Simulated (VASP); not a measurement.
# Te (P3_121) in VASP: notebook

The runs below take Te through single point, with PBE+D3(BJ).

All numbers are computed with VASP 6.6.1; they aren't measurements. Logs are shortened: lines on timing, memory, paths and dates and some standing lists are left out, and cuts for length are marked.

## 1. The cell of the first run

It takes space group P3_121 (No. 152, trigonal). The conventional cell has a = 4.454 Å, b = 4.454 Å, c = 5.924 Å, α = 90.00°, β = 90.00°, γ = 120.00°. Within 3.8 Å of Te (site symmetry 2) lie 6 Te at 2.86 to 3.47 Å.

## 2. Single point, PBE+D3(BJ)

INCAR

```
SYSTEM = Te
ALGO = Normal
EDIFF = 1E-6
ENCUT = 500
GGA = PE
GGA_COMPAT = .FALSE.
ISIF = 2
ISMEAR = 0
IVDW = 12
LASPH = .TRUE.
LCHARG = .TRUE.
LELF = .TRUE.
LREAL = .FALSE.
LVHAR = .TRUE.
LWAVE = .FALSE.
NBANDS = 16
NELM = 120
PREC = Accurate
SIGMA = 0.01
```

KPOINTS

```
k-points
0
G
  12 12 8
  0 0 0
```

POSCAR

```
Te
1.0
    4.4540000000      0.0000000000      0.0000000000
   -2.2270000000      3.8572771485      0.0000000000
    0.0000000000      0.0000000000      5.9240000000
Te
3
Direct
    0.2690000000      0.0000000000      0.3333333333
    0.0000000000      0.2690000000      0.6666666667
    0.7310000000      0.7310000000      0.0000000000
```

Potentials or basis: VASP PAW PBE potentials, release 64 (Te).

The run is started by

```console
> cat potpaw_PBE.64/Te/POTCAR > POTCAR
> mpirun -np 1 vasp_std > vasp.out
```

OUTCAR:

```text
SYSTEM = Te
   EDIFF = 1E-6
   ENCUT = 500
   GGA = PE
   ISIF = 2
   ISMEAR = 0
   IVDW = 12
   LASPH = .TRUE.
   LREAL = .FALSE.
   NELM = 120
   PREC = Accurate
 IVDW          = 12

 ion  position               nearest neighbor table
   1  0.269  0.000  0.333-   3 2.86   2 2.86   3 3.47   3 3.47   2 3.47   2 3.47
   2  0.000  0.269  0.667-   3 2.86   1 2.86   3 3.47   3 3.47   1 3.47   1 3.47
   3  0.731  0.731  0.000-   1 2.86   2 2.86   1 3.47   2 3.47   2 3.47   1 3.47

  LATTYP: Found a hexagonal cell.
 ALAT       =     4.4540000000
 C/A-ratio  =     1.3300404131

  Lattice vectors:

 A1 = (   4.4540000000,   0.0000000000,   0.0000000000)
 A2 = (  -2.2270000000,   3.8572771485,   0.0000000000)
 A3 = (   0.0000000000,   0.0000000000,   5.9240000000)

Analysis of symmetry for initial positions (statically):
=====================================================================
 Subroutine PRICEL returns:
 Original cell was already a primitive cell.

 Routine SETGRP: Setting up the symmetry group for a
 hexagonal supercell.

 Subroutine GETGRP returns: Found  6 space group operations
 (whereof  2 operations were pure point group operations)
 out of a pool of 24 trial point group operations.

The static configuration has the point symmetry C_2 .
 The point group associated with its full space group is D_3 .

Analysis of symmetry for dynamics (positions and initial velocities):
=====================================================================
 Subroutine PRICEL returns:
 Original cell was already a primitive cell.

 Routine SETGRP: Setting up the symmetry group for a
 hexagonal supercell.

 Subroutine GETGRP returns: Found  6 space group operations
 (whereof  2 operations were pure point group operations)
 out of a pool of 24 trial point group operations.

The dynamic configuration has the point symmetry C_2 .
 The point group associated with its full space group is D_3 .

 Subroutine INISYM returns: Found  6 space group operations
 (whereof  2 operations are pure point group operations),
 and found     1 'primitive' translations

----------------------------------------------------------------------------------------

                                     Primitive cell

  volume of cell :     101.7762

  direct lattice vectors                    reciprocal lattice vectors
     4.454000000  0.000000000  0.000000000     0.224517288  0.129625117  0.000000000
    -2.227000000  3.857277149  0.000000000     0.000000000  0.259250233  0.000000000
     0.000000000  0.000000000  5.924000000     0.000000000  0.000000000  0.168804862

  length of vectors
     4.454000000  4.454000000  5.924000000     0.259250233  0.259250233  0.168804862

  position of ions in fractional coordinates (direct lattice)
     0.269000000  0.000000000  0.333333333
     0.000000000  0.269000000  0.666666667
     0.731000000  0.731000000  0.000000000

  ion indices of the primitive-cell ions
   primitive index   ion index
                 1           1
                 2           2
                 3           3

----------------------------------------------------------------------------------------

 KPOINTS: k-points

Automatic generation of k-mesh.
 Grid dimensions read from file:
 generate k-points for:   12   12    8

 Generating k-lattice:

  Cartesian coordinates                     Fractional coordinates (reciprocal lattice)
     0.018709774  0.010802093  0.000000000     0.083333333  0.000000000  0.000000000
     0.000000000  0.021604186  0.000000000     0.000000000  0.083333333  0.000000000
     0.000000000  0.000000000  0.021100608     0.000000000  0.000000000  0.125000000

  Length of vectors
     0.021604186  0.021604186  0.021100608

  Shift w.r.t. Gamma in fractional coordinates (k-lattice)
     0.000000000  0.000000000  0.000000000

 Subroutine IBZKPT returns following result:
 ===========================================

 Found    131 irreducible k-points:

 Following reciprocal coordinates:
            Coordinates               Weight
  0.000000  0.000000  0.000000      1.000000
  0.083333  0.000000  0.000000      6.000000
  0.166667  0.000000  0.000000      6.000000
  0.250000  0.000000  0.000000      6.000000
  0.333333  0.000000  0.000000      6.000000
  0.416667  0.000000  0.000000      6.000000
[... 16 lines left out ...]
  0.166667  0.000000  0.125000      6.000000
  0.000000  0.166667  0.125000      6.000000
 [... further k-points ...]
   k-points           NKPTS =    131   k-points in BZ     NKDIM =    131   number of bands    NBANDS=     16
   number of dos      NEDOS =    301   number of ions     NIONS =      3
   total plane-waves  NPLWV =  49152
   dimension x,y,z NGX =    32 NGY =   32 NGZ =   48
   dimension x,y,z NGXF=    64 NGYF=   64 NGZF=   96
   ions per type =               3
   NGX,Y,Z   is equivalent  to a cutoff of  11.94, 11.94, 13.47 a.u.
   NGXF,Y,Z  is equivalent  to a cutoff of  23.89, 23.89, 26.94 a.u.
 SYSTEM =  Te
   PREC   = accura    normal or accurate (medium, high low for compatibility)
   ISTART =      0    job   : 0-new  1-cont  2-samecut
   ICHARG =      2    charge: 1-file 2-atom 10-const
   ISPIN  =      1    spin polarized calculation?
   LNONCOLLINEAR =      F non collinear calculations
   LSORBIT =      F    spin-orbit coupling
   LASPH  =      T    aspherical Exc in radial PAW
   ENCUT  =  500.0 eV  36.75 Ry    6.06 a.u.   8.12  8.12 10.80*2*pi/ulx,y,z
   NELM   =    120;   NELMIN=  2; NELMDL= -5     # of ELM steps
   EDIFF  = 0.1E-05   stopping-criterion for ELM
   LREAL  =      F    real-space projection
   EDIFFG = 0.1E-04   stopping-criterion for IOM
   NSW    =      0    number of steps for IOM
   IBRION =     -1    ionic relax: 0-MD 1-quasi-New 2-CG
   NFREE  =      0    steps in history (QN), initial steepest desc. (CG)
   ISIF   =      2    stress and relaxation
   ISYM   =      2    0-nonsym 1-usesym 2-fastsym
   POTIM  = 0.5000    time-step for ionic-motion
   TEBEG  =    0.0;   TEEND  =   0.0 temperature during run
   PSTRESS=    0.0 pullay stress
   NELECT =      18.0000    total number of electrons
   NUPDOWN=      -1.0000    fix difference up-down
   EMIN   =  10.00;   EMAX   =-10.00  energy-range for DOS
   EFERMI =   0.00;   METHOD = LEGACY
   ISMEAR =     0;   SIGMA  =   0.01  broadening in eV -4-tet -1-fermi 0-gaus
   EFERMI_NEDOS =   21; number of points for ismear=-14 and -15
   IALGO  =     38    algorithm
   IMIX   =      4    mixing-type and parameters
     AMIX     =   0.40;   BMIX     =  1.00
     AMIX_MAG =   1.60;   BMIX_MAG =  1.00
  volume/ion in A,a.u.               =      33.93       228.94
  Fermi-wavevector in a.u.,A,eV,Ry     =   0.918933  1.736531 11.489263  0.844437
  Thomas-Fermi vector in A             =   2.044070
   LORBIT       =      0    0 simple, 1 ext, 2 COOP (PROOUT), +10 PAW based schemes
   GGA     = PE    functional components
   LHFCALC =     F    Hartree Fock is set to
   AEXX    =    0.0000 exact exchange contribution
   IVDW    =    12    specifies the selected vdW correction
   LEPSILON=     F    determine dielectric tensor
   LRPA    =     F    only Hartree local field effects (RPA)
 non-spin polarized calculation
 Gauss-broadening in eV      SIGMA  =   0.01
  energy-cutoff  :      500.00
  volume of cell :      101.78
 maximum number of plane-waves:      2610
   NGX = 17   NGY = 17   NGZ = 21

 number of electron      18.0000001 magnetization

 Free energy of the ion-electron system (eV)
  ---------------------------------------------------
  ext. energy  EPLUGINS =         0.00000000
  ---------------------------------------------------
  free energy    TOTEN  =        -9.41803083 eV

  energy without entropy =       -9.41803083  energy(sigma->0) =       -9.41803083

 E-fermi :   6.0137     XC(G=0):  -9.0720

 val. band max:        5.9555042935   @ k =   0.3333   0.3333   0.5000
 cond. band min:       6.1252674874   @ k =   0.3333   0.3333   0.5000
 fundamental gap:      0.1697631939
 Fermi energy:         6.0136771735

 k-point     1 :       0.0000    0.0000    0.0000
  band No.  band energies     occupation
      1      -7.6627      2.00000
      2      -4.3600      2.00000
      3      -4.3600      2.00000
      4       2.8938      2.00000
      5       3.2077      2.00000
      6       3.2077      2.00000
[... 8 lines left out ...]
     15      11.9401      0.00000
     16      12.2241      0.00000

 k-point     2 :       0.0833    0.0000    0.0000
  band No.  band energies     occupation
      1      -7.6155      2.00000
      2      -4.3731      2.00000
      3      -4.3471      2.00000
      4       2.4924      2.00000
      5       2.9219      2.00000
      6       3.0971      2.00000
[... 8 lines left out ...]
     15      12.0096      0.00000
     16      12.2293      0.00000

 k-point     3 :       0.1667    0.0000    0.0000
  band No.  band energies     occupation
      1      -7.4770      2.00000
      2      -4.4261      2.00000
      3      -4.3098      2.00000
      4       1.8402      2.00000
      5       2.4862      2.00000
      6       2.8398      2.00000
[... 8 lines left out ...]
     15      12.0747      0.00000
     16      12.5008      0.00000

 k-point     4 :       0.2500    0.0000    0.0000
  band No.  band energies     occupation
      1      -7.2593      2.00000
      2      -4.5497      2.00000
      3      -4.2547      2.00000
      4       1.3515      2.00000
      5       2.0751      2.00000
      6       2.5647      2.00000
[... 8 lines left out ...]
     15      12.3758      0.00000
     16      13.1035      0.00000

 k-point     5 :       0.3333    0.0000    0.0000
  band No.  band energies     occupation
      1      -6.9895      2.00000
      2      -4.7552      2.00000
      3      -4.1950      2.00000
      4       1.1164      2.00000
      5       1.7553      2.00000
      6       2.3507      2.00000
[... 8 lines left out ...]
     15      12.9941      0.00000
     16      13.8186      0.00000

 k-point     6 :       0.4167    0.0000    0.0000
  band No.  band energies     occupation
      1      -6.7298      2.00000
      2      -4.9884      2.00000
      3      -4.1483      2.00000
      4       1.0882      2.00000
      5       1.5774      2.00000
      6       2.2582      2.00000
[... 8 lines left out ...]
     15      13.8819      0.00000
     16      14.5191      0.00000
[... 267 lines left out ...]
 k-point    21 :       0.0833    0.0000    0.1250
  band No.  band energies     occupation
      1      -7.5594      2.00000
      2      -5.0444      2.00000
      3      -3.6691      2.00000
      4       2.4423      2.00000
      5       2.9291      2.00000
      6       3.2237      2.00000
[... 8 lines left out ...]
     15      11.7378      0.00000
     16      12.1553      0.00000

 k-point    22 :       0.0000    0.0833    0.1250
  band No.  band energies     occupation
      1      -7.5592      2.00000
      2      -5.0487      2.00000
      3      -3.6611      2.00000
      4       2.5582      2.00000
      5       2.6769      2.00000
      6       3.1925      2.00000
[... 8 lines left out ...]
     15      11.8721      0.00000
     16      12.1180      0.00000

 k-point    23 :       0.1667    0.0000    0.1250
  band No.  band energies     occupation
      1      -7.4232      2.00000
      2      -4.9895      2.00000
      3      -3.7692      2.00000
      4       1.9041      2.00000
      5       2.6672      2.00000
      6       2.9145      2.00000
[... 8 lines left out ...]
     15      11.8153      0.00000
     16      12.1657      0.00000

 k-point    24 :       0.0000    0.1667    0.1250
  band No.  band energies     occupation
      1      -7.4210      2.00000
      2      -5.0240      2.00000
      3      -3.7099      2.00000
      4       1.8908      2.00000
      5       2.2253      2.00000
      6       2.8944      2.00000
[... 8 lines left out ...]
     15      12.2128      0.00000
     16      12.6311      0.00000

 [... further k-points ...]

------------------------ aborting loop because EDIFF is reached ----------------------------------------

 Edisp (eV)   -1.29099

 E8    (eV) :    -0.5927

  FORCE on cell =-STRESS in cart. coord.  units (eV):
  Direction    XX          YY          ZZ          XY          YZ          ZX
  --------------------------------------------------------------------------------------
  -------------------------------------------------------------------------------------
  Total      -0.56548    -0.56548    -0.25809    -0.00000     0.00000     0.00000
  in kB      -8.90183    -8.90183    -4.06286    -0.00000     0.00000     0.00000
  external pressure =       -7.29 kB  Pullay stress =        0.00 kB

 VOLUME and BASIS-vectors are now :
 -----------------------------------------------------------------------------
  energy-cutoff  :      500.00
  volume of cell :      101.78
      direct lattice vectors                 reciprocal lattice vectors
     4.454000000  0.000000000  0.000000000     0.224517288  0.129625117  0.000000000
    -2.227000000  3.857277149  0.000000000     0.000000000  0.259250233  0.000000000
     0.000000000  0.000000000  5.924000000     0.000000000  0.000000000  0.168804862

 POSITION                                       TOTAL-FORCE (eV/Angst)
 -----------------------------------------------------------------------------------
      1.19813      0.00000      1.97467         0.166259     -0.000000      0.000000
     -0.59906      1.03761      3.94933        -0.083130      0.143985     -0.000000
      1.62794      2.81967      0.00000        -0.083130     -0.143985     -0.000000
 -----------------------------------------------------------------------------------
    total drift:                                0.000000     -0.000000      0.000000

  FREE ENERGIE OF THE ION-ELECTRON SYSTEM (eV)
  ---------------------------------------------------
  free  energy   TOTEN  =       -10.7090234188 eV

  energy  without entropy=      -10.7090234188  energy(sigma->0) =      -10.70902342
```

Run time: 3.7 min. Hardware: 1 thread of AMD EPYC 7R13, shared host; peak memory 0.29 GiB.

Results:

| Quantity | Value |
| --- | --- |
| Free energy | -10.7090 eV |
| Pressure | -0.7 GPa |
| Largest force | 0.166 eV/Å |
| Band gap on the k mesh | 0.17 eV |
| Dispersion energy per atom | -0.430 eV |

Forces on the atoms (eV/Å):
```
Te   0.166  0.000  0.000
Te  -0.083  0.144  0.000
Te  -0.083 -0.144  0.000
```

Caveat: spin-orbit coupling is left out, which moves the levels of the heavy elements.

## 3. Single point, PBE+D3(BJ)

INCAR

```
ALGO = Normal ; EDIFF = 1E-6
ENCUT = 500 ; GGA = PE
GGA_COMPAT = False ; ISIF = 2
ISMEAR = 0 ; IVDW = 12
LASPH = True ; LCHARG = False
LREAL = False ; LWAVE = False
NBANDS = 16 ; NELM = 120
PREC = Accurate ; SIGMA = 0.01
```

KPOINTS

```
k-points
0
Gamma
  15 15 10
```

POSCAR is that of step 2.

Potentials or basis: VASP PAW PBE potentials, release 64 (Te).

The run is started by

```console
> cat potpaw_PBE.64/Te/POTCAR > POTCAR
> mpirun -np 1 vasp_std > vasp.out
```

Wall time 5.5 min (1 thread of AMD EPYC 7R13, shared host); peak memory 0.4 GiB.

Results (log left out):

- Free energy: -10.7091 eV
- Pressure: -0.7 GPa
- Largest force: 0.166 eV/Å
- Band gap on the k mesh: 0.17 eV
- Dispersion energy per atom: -0.430 eV

Forces on the atoms (eV/Å):
```
Te   0.166  0.000  0.000
Te  -0.083  0.144  0.000
Te  -0.083 -0.144  0.000
```

Stress tensor (GPa, compression positive):
```
-0.89  0.00  0.00
 0.00 -0.89  0.00
 0.00  0.00 -0.40
```

Levels at points of the mesh, in eV from the valence-band top:
```tsv
k point	band 5	band 6	band 7	band 8	band 9	band 10	band 11	band 12	band 13	band 14
(0.00, 0.00, 0.00)	-2.75	-2.75	-1.68	-1.68	-0.85	1.01	1.01	1.60	4.96	4.96
(0.00, 0.00, 0.50)	-2.67	-2.67	-1.33	-1.03	-1.03	0.47	0.49	0.49	4.01	5.23
```

Caveat: spin-orbit coupling is left out, which moves the levels of the heavy elements; an odd mesh through Γ misses points on the zone boundary, where band edges can lie.
